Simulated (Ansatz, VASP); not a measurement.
# Two plane-wave programs on Bi

```xyz
2
Lattice="2.2668 1.3087 3.8756 -2.2668 1.3087 3.8756 0.0000 -2.6175 3.8756" Properties=species:S:1:pos:R:3 pbc="T T T"
Bi    0.0000    0.0000    2.7662
Bi    0.0000    0.0000    8.8606
```

Alike in both runs: functional PBE; dispersion D3(BJ); k mesh 18 × 18 × 18; occupations fermi-dirac, width 0.15 eV; no spin polarisation.

Ansatz relaxed the structure, and its values are those at the end. VASP's run is a single point on that final structure, the one shown.

```csv
,VASP,Ansatz
version,VASP 6.6.1,Ansatz 0.2.0
potentials or method,"VASP PAW PBE potentials, release 64 (Bi_d), cutoff 520 eV","scalar-relativistic, plane waves, PAW"
valence electrons in the cell,30,30
```

```csv
,VASP,Ansatz,Ansatz less VASP
gap on the k mesh at the Fermi level (eV),none,none,-
pressure (GPa),-0.1,0.0,+0.06
rms of the force components (eV/Å),0.004,0.000,-0.0037
```

A gap of «none» marks a metal or a gap that the smearing closes.

Neither program's run includes spin-orbit coupling.
